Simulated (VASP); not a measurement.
# ZrB2 (P6/mmm) in VASP: notebook

ZrB2 is run at these levels: PBEsol; tasks: single point.

Program: VASP 6.6.1. These are calculated values, not measurements. Logs are shortened: lines on timing, memory, paths and dates and some standing lists are left out, and cuts for length are marked.

### Step 1. The cell of the first run

The structure is hexagonal, space group P6/mmm (No. 191). The conventional cell has a = 3.170 Å, b = 3.170 Å, c = 3.533 Å, α = 90.00°, β = 90.00°, γ = 120.00°. Within 3.4 Å of Zr (site symmetry 6/mmm) lie 12 B at 2.54 Å and 6 Zr at 3.17 Å. B (site symmetry -6m2) has 3 B at 1.83 Å within 2.4 Å.

### Step 2. Single point, PBEsol

File INCAR:

```
SYSTEM = ZrB2
PREC = Accurate
ENCUT = 500
EDIFF = 1E-6
ISMEAR = -1
SIGMA = 0.03
LREAL = .FALSE.
LASPH = .TRUE.
NELM = 120
ALGO = Normal
ISIF = 2
LWAVE = .FALSE.
LCHARG = .TRUE.
GGA = PS
LELF = .TRUE.
LVHAR = .TRUE.
NBANDS = 16
GGA_COMPAT = .FALSE.
```

File KPOINTS:

```
regular mesh
0
G
  6 6 5
  0 0 0
```

File POSCAR:

```
ZrB2
1.0
    3.1700000000      0.0000000000      0.0000000000
   -1.5850000000      2.7453005300      0.0000000000
    0.0000000000      0.0000000000      3.5330000000
Zr B
1 2
Direct
    0.0000000000      0.0000000000      0.0000000000
    0.6666666667      0.3333333333      0.5000000000
    0.3333333333      0.6666666667      0.5000000000
```

Potentials or basis: VASP PAW PBE potentials, release 64 (Zr_sv, B).

The run is started by

```console
$ cat potpaw_PBE.64/Zr_sv/POTCAR potpaw_PBE.64/B/POTCAR > POTCAR
$ mpirun -np 1 vasp_std > vasp.out
```

OUTCAR:

```text
SYSTEM = ZrB2
   PREC = Accurate
   ENCUT = 500
   EDIFF = 1E-6
   ISMEAR = -1
   LREAL = .FALSE.
   LASPH = .TRUE.
   NELM = 120
   ISIF = 2
   GGA = PS

 ion  position               nearest neighbor table
   1  0.000  0.000  0.000-   2 2.54   3 2.54   2 2.54   3 2.54   2 2.54   2 2.54   3 2.54   3 2.54
                             2 2.54   2 2.54   3 2.54   3 2.54
   2  0.667  0.333  0.500-   3 1.83   3 1.83   3 1.83   1 2.54   1 2.54   1 2.54   1 2.54   1 2.54
                             1 2.54
   3  0.333  0.667  0.500-   2 1.83   2 1.83   2 1.83   1 2.54   1 2.54   1 2.54   1 2.54   1 2.54
                             1 2.54

  LATTYP: Found a hexagonal cell.
 ALAT       =     3.1700000000
 C/A-ratio  =     1.1145110410

  Lattice vectors:

 A1 = (   3.1700000000,   0.0000000000,   0.0000000000)
 A2 = (  -1.5850000000,   2.7453005300,   0.0000000000)
 A3 = (   0.0000000000,   0.0000000000,   3.5330000000)

Analysis of symmetry for initial positions (statically):
=====================================================================
 Subroutine PRICEL returns:
 Original cell was already a primitive cell.

 Routine SETGRP: Setting up the symmetry group for a
 hexagonal supercell.

 Subroutine GETGRP returns: Found 24 space group operations
 (whereof 24 operations were pure point group operations)
 out of a pool of 24 trial point group operations.

The static configuration has the point symmetry D_6h.

Analysis of symmetry for dynamics (positions and initial velocities):
=====================================================================
 Subroutine PRICEL returns:
 Original cell was already a primitive cell.

 Routine SETGRP: Setting up the symmetry group for a
 hexagonal supercell.

 Subroutine GETGRP returns: Found 24 space group operations
 (whereof 24 operations were pure point group operations)
 out of a pool of 24 trial point group operations.

The dynamic configuration has the point symmetry D_6h.

 Subroutine INISYM returns: Found 24 space group operations
 (whereof 24 operations are pure point group operations),
 and found     1 'primitive' translations

----------------------------------------------------------------------------------------

                                     Primitive cell

  volume of cell :      30.7463

  direct lattice vectors                    reciprocal lattice vectors
     3.170000000  0.000000000  0.000000000     0.315457413  0.182129422  0.000000000
    -1.585000000  2.745300530  0.000000000     0.000000000  0.364258845  0.000000000
     0.000000000  0.000000000  3.533000000     0.000000000  0.000000000  0.283045570

  length of vectors
     3.170000000  3.170000000  3.533000000     0.364258845  0.364258845  0.283045570

  position of ions in fractional coordinates (direct lattice)
     0.000000000  0.000000000  0.000000000
     0.666666667  0.333333333  0.500000000
     0.333333333  0.666666667  0.500000000

  ion indices of the primitive-cell ions
   primitive index   ion index
                 1           1
                 2           2
                 3           3

----------------------------------------------------------------------------------------

 KPOINTS: regular mesh

Automatic generation of k-mesh.
 Grid dimensions read from file:
 generate k-points for:    6    6    5

 Generating k-lattice:

  Cartesian coordinates                     Fractional coordinates (reciprocal lattice)
     0.052576236  0.030354904  0.000000000     0.166666667  0.000000000  0.000000000
     0.000000000  0.060709807  0.000000000     0.000000000  0.166666667  0.000000000
     0.000000000  0.000000000  0.056609114     0.000000000  0.000000000  0.200000000

  Length of vectors
     0.060709807  0.060709807  0.056609114

  Shift w.r.t. Gamma in fractional coordinates (k-lattice)
     0.000000000  0.000000000  0.000000000

 Subroutine IBZKPT returns following result:
 ===========================================

 Found     21 irreducible k-points:

 Following reciprocal coordinates:
            Coordinates               Weight
  0.000000  0.000000  0.000000      1.000000
  0.166667  0.000000  0.000000      6.000000
  0.333333 -0.000000  0.000000      6.000000
  0.500000 -0.000000  0.000000      3.000000
  0.166667  0.166667  0.000000      6.000000
  0.333333  0.166667  0.000000     12.000000
[... 13 lines left out ...]
  0.333333  0.166667  0.400000     24.000000
  0.333333  0.333333  0.400000      4.000000
   k-points           NKPTS =     21   k-points in BZ     NKDIM =     21   number of bands    NBANDS=     16
   number of dos      NEDOS =    301   number of ions     NIONS =      3
   total plane-waves  NPLWV =  16128
   dimension x,y,z NGX =    24 NGY =   24 NGZ =   28
   dimension x,y,z NGXF=    48 NGYF=   48 NGZF=   56
   ions per type =               1   2
   NGX,Y,Z   is equivalent  to a cutoff of  12.59, 12.59, 13.18 a.u.
   NGXF,Y,Z  is equivalent  to a cutoff of  25.17, 25.17, 26.35 a.u.
 SYSTEM =  ZrB2
   PREC   = accura    normal or accurate (medium, high low for compatibility)
   ISTART =      0    job   : 0-new  1-cont  2-samecut
   ICHARG =      2    charge: 1-file 2-atom 10-const
   ISPIN  =      1    spin polarized calculation?
   LNONCOLLINEAR =      F non collinear calculations
   LSORBIT =      F    spin-orbit coupling
   LASPH  =      T    aspherical Exc in radial PAW
   ENCUT  =  500.0 eV  36.75 Ry    6.06 a.u.   5.78  5.78  6.44*2*pi/ulx,y,z
   NELM   =    120;   NELMIN=  2; NELMDL= -5     # of ELM steps
   EDIFF  = 0.1E-05   stopping-criterion for ELM
   LREAL  =      F    real-space projection
   EDIFFG = 0.1E-04   stopping-criterion for IOM
   NSW    =      0    number of steps for IOM
   IBRION =     -1    ionic relax: 0-MD 1-quasi-New 2-CG
   NFREE  =      0    steps in history (QN), initial steepest desc. (CG)
   ISIF   =      2    stress and relaxation
   ISYM   =      2    0-nonsym 1-usesym 2-fastsym
   POTIM  = 0.5000    time-step for ionic-motion
   TEBEG  =    0.0;   TEEND  =   0.0 temperature during run
   PSTRESS=    0.0 pullay stress
   NELECT =      18.0000    total number of electrons
   NUPDOWN=      -1.0000    fix difference up-down
   EMIN   =  10.00;   EMAX   =-10.00  energy-range for DOS
   EFERMI =   0.00;   METHOD = LEGACY
   ISMEAR =    -1;   SIGMA  =   0.03  broadening in eV -4-tet -1-fermi 0-gaus
   EFERMI_NEDOS =   21; number of points for ismear=-14 and -15
   IALGO  =     38    algorithm
   IMIX   =      4    mixing-type and parameters
     AMIX     =   0.40;   BMIX     =  1.00
     AMIX_MAG =   1.60;   BMIX_MAG =  1.00
  volume/ion in A,a.u.               =      10.25        69.16
  Fermi-wavevector in a.u.,A,eV,Ry     =   1.369519  2.588016 25.518847  1.875582
  Thomas-Fermi vector in A             =   2.495387
   LORBIT       =      0    0 simple, 1 ext, 2 COOP (PROOUT), +10 PAW based schemes
   GGA     = PS    functional components
   LHFCALC =     F    Hartree Fock is set to
   AEXX    =    0.0000 exact exchange contribution
   IVDW    =     0    specifies the selected vdW correction
   LEPSILON=     F    determine dielectric tensor
   LRPA    =     F    only Hartree local field effects (RPA)
 non-spin polarized calculation
  energy-cutoff  :      500.00
  volume of cell :       30.75
 maximum number of plane-waves:       787
 NGX is ok and might be reduce to    24
   NGX = 11   NGY = 11   NGZ = 13

 number of electron      18.0000000 magnetization

 Free energy of the ion-electron system (eV)
  ---------------------------------------------------
  ext. energy  EPLUGINS =         0.00000000
  ---------------------------------------------------
  free energy    TOTEN  =       -26.34989244 eV

  energy without entropy =      -26.34797374  energy(sigma->0) =      -26.34893309

 E-fermi :  10.0913     XC(G=0): -12.5384

 val. band max:        9.9832885237   @ k =   0.0000   0.0000   0.2000
 cond. band min:      10.1386681403   @ k =   0.3333   0.1667   0.0000
 fundamental gap:      0.1553796166
 Fermi energy:        10.0913220676

 k-point     1 :       0.0000    0.0000    0.0000
  band No.  band energies     occupation
      1     -38.0710      2.00000
      2     -16.3144      2.00000
      3     -15.7243      2.00000
      4     -15.7243      2.00000
      5      -2.2776      2.00000
      6       7.8049      2.00000
[... 8 lines left out ...]
     15      15.5583      0.00000
     16      15.5583      0.00000

 k-point     2 :       0.1667    0.0000    0.0000
  band No.  band energies     occupation
      1     -38.0418      2.00000
      2     -16.2708      2.00000
      3     -15.9763      2.00000
      4     -15.7795      2.00000
      5      -1.7359      2.00000
      6       6.4387      2.00000
[... 8 lines left out ...]
     15      17.2235      0.00000
     16      17.3674      0.00000

 k-point     3 :       0.3333   -0.0000    0.0000
  band No.  band energies     occupation
      1     -37.9828      2.00000
      2     -16.4503      2.00000
      3     -16.1824      2.00000
      4     -15.8877      2.00000
      5      -0.3071      2.00000
      6       4.0663      2.00000
[... 8 lines left out ...]
     15      18.7167      0.00000
     16      20.4045      0.00000

 k-point     4 :       0.5000   -0.0000    0.0000
  band No.  band energies     occupation
      1     -37.9530      2.00000
      2     -16.6745      2.00000
      3     -16.1376      2.00000
      4     -15.9408      2.00000
      5       1.4678      2.00000
      6       1.9682      2.00000
[... 8 lines left out ...]
     15      18.1523      0.00000
     16      20.4600      0.00000
[... 267 lines left out ...]
 k-point    19 :       0.1667    0.1667    0.4000
  band No.  band energies     occupation
      1     -37.9807      2.00000
      2     -16.5017      2.00000
      3     -16.2423      2.00000
      4     -15.8781      2.00000
      5       0.0601      2.00000
      6       5.1187      2.00000
[... 8 lines left out ...]
     15      18.7833      0.00000
     16      19.5328      0.00000

 k-point    20 :       0.3333    0.1667    0.4000
  band No.  band energies     occupation
      1     -37.9367      2.00000
      2     -16.5016      2.00000
      3     -16.4092      2.00000
      4     -16.0331      2.00000
      5       0.7272      2.00000
      6       3.1954      2.00000
[... 8 lines left out ...]
     15      18.8355      0.00000
     16      19.4576      0.00000

 k-point    21 :       0.3333    0.3333    0.4000
  band No.  band energies     occupation
      1     -37.9219      2.00000
      2     -16.3787      2.00000
      3     -16.3404      2.00000
      4     -16.3404      2.00000
      5       1.7881      2.00000
      6       1.7881      2.00000
[... 8 lines left out ...]
     15      17.4123      0.00000
     16      20.1790      0.00000

------------------------ aborting loop because EDIFF is reached ----------------------------------------

  FORCE on cell =-STRESS in cart. coord.  units (eV):
  Direction    XX          YY          ZZ          XY          YZ          ZX
  --------------------------------------------------------------------------------------
  -------------------------------------------------------------------------------------
  Total       -0.5520636     -0.5520636     -0.9444889      0.0000000     -0.0000000      0.0000000
  in kB      -28.7678167    -28.7678167    -49.2169433      0.0000000     -0.0000000      0.0000000
  external PRESSURE =     -35.5841922 kB  Pullay stress =       0.0000000 kB

 VOLUME and BASIS-vectors are now :
 -----------------------------------------------------------------------------
  energy-cutoff  :      500.00
  volume of cell :       30.75
      direct lattice vectors                 reciprocal lattice vectors
     3.170000000  0.000000000  0.000000000     0.315457413  0.182129422  0.000000000
    -1.585000000  2.745300530  0.000000000     0.000000000  0.364258845  0.000000000
     0.000000000  0.000000000  3.533000000     0.000000000  0.000000000  0.283045570

 POSITION                                       TOTAL-FORCE (eV/Angst)
 -----------------------------------------------------------------------------------
      0.00000      0.00000      0.00000         0.000000      0.000000      0.000000
      1.58500      0.91510      1.76650        -0.000000      0.000000      0.000000
     -0.00000      1.83020      1.76650         0.000000      0.000000      0.000000
 -----------------------------------------------------------------------------------
    total drift:                               -0.000000      0.000000      0.000000

  FREE ENERGIE OF THE ION-ELECTRON SYSTEM (eV)
  ---------------------------------------------------
  free  energy   TOTEN  =       -26.3498924448 eV

  energy  without entropy=      -26.3479737449  energy(sigma->0) =      -26.34893309
```

It took 6.5 s on 1 thread of AMD EPYC 9R45 (Zen 5), shared host; peak memory 0.11 GiB.

Results:

* Free energy: -26.3499 eV
* Pressure: -3.6 GPa
* Band gap on the k mesh: zero (band 9 reaches 10.89 eV, above the bottom of band 10 at 10.14 eV)

Stress tensor (GPa, compression positive):
```
-2.88  0.00  0.00
 0.00 -2.88  0.00
 0.00  0.00 -4.92
```

Levels at points of the mesh, in eV from the Fermi level:
| k point | band 5 | band 6 | band 7 | band 8 | band 9 | band 10 | band 11 | band 12 | band 13 | band 14 |
| --- | --- | --- | --- | --- | --- | --- | --- | --- | --- | --- |
| (0.00, 0.00, 0.00) | -12.37 | -2.29 | -2.29 | -2.28 | -1.99 | 3.73 | 3.73 | 4.54 | 4.54 | 5.25 |
| (0.50, 0.00, 0.00) | -8.62 | -8.12 | -3.57 | -2.71 | -2.37 | 2.58 | 2.63 | 5.30 | 5.36 | 6.85 |

Caveat: the k points lie up to 0.38 Å⁻¹ apart; the PAW data sets were made with another functional, which shifts forces and pressure a little.

### Step 3. Single point, PBEsol (volume scaled by 1.02)

File INCAR:

```
ALGO = Normal
EDIFF = 1E-7
ENCUT = 520
GGA = PS
ISIF = 2
ISMEAR = -1
LASPH = T
LCHARG = T
LELF = T
LREAL = F
LVHAR = T
LWAVE = F
NBANDS = 16
NELM = 60
PREC = Accurate
SIGMA = 0.05
```

File KPOINTS:

```
k-points
0
Gamma
  10 10 8
```

File POSCAR:

```
ZrB2
1.0
    3.1909939893      0.0000000000      0.0000000000
   -1.5954969947      2.7634818581      0.0000000000
    0.0000000000      0.0000000000      3.5563980329
Zr B
1 2
Direct
    0.0000000000      0.0000000000      0.0000000000
    0.6666666667      0.3333333333      0.5000000000
    0.3333333333      0.6666666667      0.5000000000
```

Potentials or basis: VASP PAW PBE potentials, release 64 (Zr_sv, B).

The run is started by

```console
$ cat potpaw_PBE.64/Zr_sv/POTCAR potpaw_PBE.64/B/POTCAR > POTCAR
$ mpirun -np 1 vasp_std > vasp.out
```

Run time: 19 s. Hardware: 1 thread of AMD EPYC 9R45 (Zen 5), shared host; peak memory 0.13 GiB.

Results (log left out):

```yaml
Free_energy: -26.3720 eV
Pressure: -8.2 GPa
Band_gap_on_the_k_mesh: zero (band 9 reaches 10.76 eV, above the bottom of band 10 at 9.98 eV)
```

Stress tensor (GPa, compression positive):
```
-8.34  0.00  0.00
 0.00 -8.34  0.00
 0.00  0.00 -8.04
```

Levels at points of the mesh, in eV from the Fermi level:
| k point | band 7 | band 8 | band 9 | band 10 | band 11 | band 12 |
| --- | --- | --- | --- | --- | --- | --- |
| (0.00, 0.00, 0.00) | -2.48 | -2.48 | -2.23 | 3.40 | 3.40 | 4.19 |
| (0.50, 0.00, 0.00) | -3.73 | -2.91 | -2.56 | 2.31 | 2.33 | 4.91 |
| (0.00, 0.00, 0.50) | -0.83 | -0.83 | 0.40 | 0.40 | 0.84 | 0.84 |
| (0.50, 0.00, 0.50) | -4.44 | -3.98 | -1.93 | 3.73 | 4.09 | 5.27 |

Caveat: the PAW data sets were made with another functional, which shifts forces and pressure a little.

### Step 4. Single point, PBEsol (volume scaled by 1.04)

File INCAR:

```
PREC     = Accurate       # precision mode
ENCUT    = 520            # plane-wave cutoff, eV
EDIFF    = 1E-6           # SCF threshold, eV
ISMEAR   = -1             # smearing method
SIGMA    = 0.05           # smearing width, eV
LREAL    = False          # projectors in reciprocal space
LASPH    = True           # aspherical terms in the spheres
NELM     = 60             # most SCF steps
ALGO     = Normal         # electronic algorithm
ISIF     = 2              # what is computed and relaxed
LWAVE    = False          # write WAVECAR
LCHARG   = False          # write CHGCAR
GGA      = PS             # functional
NBANDS   = 16             # bands
```

File KPOINTS:

```
Automatic mesh
0
Gamma
  10 10 8
```

File POSCAR:

```
ZrB2
1.0
    3.2117153101      0.0000000000      0.0000000000
   -1.6058576551      2.7814270483      0.0000000000
    0.0000000000      0.0000000000      3.5794921737
Zr B
1 2
Direct
    0.0000000000      0.0000000000      0.0000000000
    0.6666666667      0.3333333333      0.5000000000
    0.3333333333      0.6666666667      0.5000000000
```

The run is started by

```console
$ cat potpaw_PBE.64/Zr_sv/POTCAR potpaw_PBE.64/B/POTCAR > POTCAR
$ mpirun -np 1 vasp_std > vasp.out
```

Wall time 17 s (1 thread of AMD EPYC 9R45 (Zen 5), shared host); peak memory 0.13 GiB.

It converged, with:

| Property | Result |
| --- | --- |
| Free energy | -26.3328 eV |
| Pressure | -12.3 GPa |
| Band gap on the k mesh | zero (band 9 reaches 10.53 eV, above the bottom of band 10 at 9.77 eV) |

Stress tensor (GPa, compression positive):
```
-12.54   0.00   0.00
  0.00 -12.54   0.00
  0.00   0.00 -11.82
```

Levels at points of the mesh, in eV from the Fermi level:
```
           k point  band 5  band 6  band 7  band 8  band 9  band 10  band 11  band 12  band 13  band 14
(0.00, 0.00, 0.00)  -12.42   -2.45   -2.45   -2.44   -2.24     3.31     3.31     4.09     4.09     4.74
(0.50, 0.00, 0.00)   -8.69   -8.33   -3.67   -2.89   -2.51     2.27     2.28     4.78     4.84     6.34
(0.00, 0.00, 0.50)  -10.50   -6.77   -0.83   -0.83    0.39     0.39     0.82     0.82     1.82     5.05
(0.50, 0.00, 0.50)   -9.61   -6.81   -4.38   -3.92   -1.97     3.63     3.98     5.13     6.01     6.28
```

Caveat: the PAW data sets were made with another functional, which shifts forces and pressure a little.

### Step 5. The runs side by side

| cell | k mesh | cutoff (eV) | smearing | gap on the mesh (eV) | pressure (GPa) |
| --- | --- | --- | --- | --- | --- |
| a = 3.170, b = 3.170, c = 3.533 Å, angles 90.0, 90.0, 120.0°, 3 atoms | 6 × 6 × 5 | 500 | fermi-dirac 0.03 eV | none | -3.6 |
| a = 3.191, b = 3.191, c = 3.556 Å, angles 90.0, 90.0, 120.0°, 3 atoms | 10 × 10 × 8 | 520 | fermi-dirac 0.05 eV | none | -8.2 |
| a = 3.212, b = 3.212, c = 3.579 Å, angles 90.0, 90.0, 120.0°, 3 atoms | 10 × 10 × 8 | 520 | fermi-dirac 0.05 eV | none | -12.3 |

Alike in all rows: task single point; level PBEsol; potentials or basis VASP PAW PBE potentials, release 64 (Zr_sv, B); no spin polarisation.

Caveats: some runs use coarse meshes; the PAW data sets were made with another functional, which shifts forces and pressure a little.

Total energies depend on the potentials used, so only differences within one code and one set of settings carry meaning.
